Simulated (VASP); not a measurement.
Wanted: the native input for a VASP 6.6.1 run.

```
Task                   : single point
Functional             : PBE
Potentials or basis    : VASP PAW PBE potentials, release 64 (C, Ga_d)
Cutoff                 : 520 eV
k mesh                 : 2 × 2 × 1
Occupations            : gaussian, width 0.05 eV
Spin                   : collinear spin, zero start
Starting moments       : [0.0, 0.0, 0.0, 0.0, 0.0, 0.0, 0.0, 0.0, 0.0, 0.0, 0.0, 0.0, 0.0, 0.0, 0.0, 0.0, 0.0, 0.0, 0.0] μB
Dipole correction      : no
Further INCAR settings : LREAL = Auto; ALGO = Normal; EDIFF = 1e-06; NBANDS = 62
```

The structure of GaC18 lies in POSCAR:

```
GaC18
1.0
    7.3980000000      0.0000000000      0.0000000000
   -3.6990000000      6.4068560000      0.0000000000
    0.0000000000      0.0000000000     12.0000000000
C Ga
18 1
Direct
    0.0019245243     -0.0010903944      0.0821665833
    0.2254621478      0.1106831494      0.0821303333
    0.0026063528      0.3315871310      0.0815294167
    0.2248039264      0.4426873337      0.0815293333
    0.0019181247      0.6635953735      0.0820845833
    0.2254662651      0.7753675126      0.0820635000
    0.3372397212     -0.0010836829      0.0820752500
    0.5591578629      0.1098596566      0.0816970000
    0.3364304847      0.3325868413      0.0817367500
    0.5581558645      0.4426815586      0.0815310833
    0.3364299982      0.6644082527      0.0816980000
    0.5581499448      0.7760341422      0.0815304167
    0.6692499022     -0.0017681059      0.0815290833
    0.8909781417      0.1098595005      0.0817622500
    0.6692544005      0.3315826046      0.0815182500
    0.8909777067      0.4416796632      0.0817025833
    0.6682511814      0.6644074722      0.0817443333
    0.8901524607      0.7753725072      0.0821407500
    0.1145284286      0.8865680764      0.2628300000
```

These files were run (other wordings do the same):

INCAR

```
SYSTEM = GaC18
ALGO = Normal
EDIFF = 1E-6
ENCUT = 520
GGA = PE
ISIF = 2
ISMEAR = 0
ISPIN = 2
LASPH = .TRUE.
LCHARG = .FALSE.
LORBIT = 11
LREAL = Auto
LWAVE = .FALSE.
MAGMOM = 0 0 0 0 0 0 0 0 0 0 0 0 0 0 0 0 0 0 0
NBANDS = 62
NELM = 150
PREC = Accurate
SIGMA = 0.05
```

KPOINTS

```
k-points
0
G
  2 2 1
  0 0 0
```

Potentials or basis: VASP PAW PBE potentials, release 64 (C, Ga_d).

Command:

```console
$ cat potpaw_PBE.64/C/POTCAR potpaw_PBE.64/Ga_d/POTCAR > POTCAR
$ mpirun -np 1 vasp_std > vasp.out
```

It gave:

| Item | Value |
| --- | --- |
| Largest force | 0.021 eV/Å |
| Net moment | 0.00 μB per cell |
| Valence electrons inside the program's atomic spheres | C 2.65, 2.66 (each value once); Ga 11.41 |

Caveat: the k points lie up to 0.49 Å⁻¹ apart; there is no dipole correction, which matters where the two faces differ; no moment was typed at the start, so none could form.

Run time: 15 min on 1 thread of Intel Xeon 8259CL, on a shared host, peak memory 0.88 GiB.
